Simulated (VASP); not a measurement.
The system is LiSiS3.

```
CELL_PARAMETERS angstrom
6.02790 0.00000 0.00000
-3.01395 5.22031 0.00000
0.00000 0.00000 5.06344
ATOMIC_POSITIONS crystal
Li 0.33333 0.66667 0.75000
Li 0.66667 0.33333 0.25000
Si 0.00000 0.00000 0.00000
Si 0.00000 0.00000 0.50000
S 0.83333 0.66667 0.75000
S 0.33333 0.16667 0.75000
S 0.83333 0.16667 0.75000
S 0.16667 0.33333 0.25000
S 0.66667 0.83333 0.25000
S 0.16667 0.83333 0.25000
```

| Item | Value |
| --- | --- |
| Program | VASP 6.6.1 |
| Task | relaxation of cell and atoms |
| Functional | PBE |
| Potentials or basis | VASP PAW PBE potentials, release 64 (Li_sv, Si, S) |
| Cutoff | 750 eV |
| k mesh | 3 × 3 × 4 |
| Occupations | gaussian, width 0.1 eV |
| Spin | no spin polarisation |

At the start: pressure 20.3 GPa; volume 15.93 Å³/atom.

Q: Where does the relaxation end?

A: Over 10 steps the energy falls by 255.4 meV/atom and the volume is 19.84 Å³/atom (+24.5 %); space group P6_3/mmc (No. 194, to 0.1 Å) before and after.

Step by step:
```
step  energy change (eV)  largest force (eV/Å)  pressure (GPa)  volume (Å³)
   1              0.0000                1.6780           20.31       159.33
   2             -1.0920                1.9801           -6.77       210.38
   3             -1.8248                1.0749            0.50       186.99
   4             -2.3020                0.7686           -0.03       192.48
   5             -2.4894                0.1625           -0.48       201.68
   6             -2.5421                0.2448           -0.41       198.34
   7             -2.5440                0.1924           -0.43       198.81
   8             -2.5500                0.0403            0.66       196.98
   9             -2.5512                0.0292            0.33       197.52
  10             -2.5540                0.0285            0.19       198.43
```

Final structure:
```cif
data_structure
_symmetry_space_group_name_H-M 'P 1'
_symmetry_Int_Tables_number 1
_cell_length_a 6.2306
_cell_length_b 6.2306
_cell_length_c 5.9023
_cell_angle_alpha 90.000
_cell_angle_beta 90.000
_cell_angle_gamma 120.000
_cell_volume 198.43
loop_
_atom_site_label
_atom_site_type_symbol
_atom_site_fract_x
_atom_site_fract_y
_atom_site_fract_z
_atom_site_occupancy
Li1 Li 0.33333 0.66667 0.75000 1
Li2 Li 0.66667 0.33333 0.25000 1
Si1 Si 0.00000 0.00000 0.00000 1
Si2 Si 0.00000 0.00000 0.50000 1
S1 S 0.83796 0.67591 0.75000 1
S2 S 0.32409 0.16204 0.75000 1
S3 S 0.83796 0.16204 0.75000 1
S4 S 0.16204 0.32409 0.25000 1
S5 S 0.67591 0.83796 0.25000 1
S6 S 0.16204 0.83796 0.25000 1
```

Caveat: the k points lie up to 0.39 Å⁻¹ apart in the final cell, too coarse for converged energies and pressures of a metal; the volume moved by over 15 % at a fixed basis, so the end points are rough.
